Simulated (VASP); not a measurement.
## LiCl: single point with r2SCAN

LiCl:

```
CELL_PARAMETERS angstrom
0.00000 2.58470 2.58470
2.58470 0.00000 2.58470
2.58470 2.58470 0.00000
ATOMIC_POSITIONS crystal
Li 0.00000 0.00000 0.00000
Cl 0.50000 0.50000 0.50000
```

- Program: VASP 6.6.1
- Task: single point
- Functional: r2SCAN
- Potentials or basis: VASP PAW PBE potentials, release 64 (Li_sv, Cl)
- Cutoff: 520 eV
- k mesh: 9 × 9 × 9
- Occupations: methfessel-paxton, width 0.2188 eV
- Spin: no spin polarisation
- Dipole correction: no
- Further INCAR settings: ALGO = Normal; EDIFF = 1e-06; NBANDS = 12

```
Band gap on the k mesh : 7.15 eV, direct
```

Levels at points of the mesh, in eV from the valence-band top:
| k point | band 3 | band 4 | band 5 | band 6 | band 7 | band 8 |
| --- | --- | --- | --- | --- | --- | --- |
| (0.00, 0.00, 0.00) | 0.00 | 0.00 | 0.00 | 7.15 | 12.64 | 12.64 |

It took 32 s on 1 thread of Intel(R) Xeon(R) 6975P-C (Granite Rapids), on a shared host, peak memory 0.15 GiB.

Caveat: the PAW data sets were made with another functional, which shifts forces and pressure a little. r2SCAN opens gaps a little over a GGA but as a rule still falls short of measured ones.
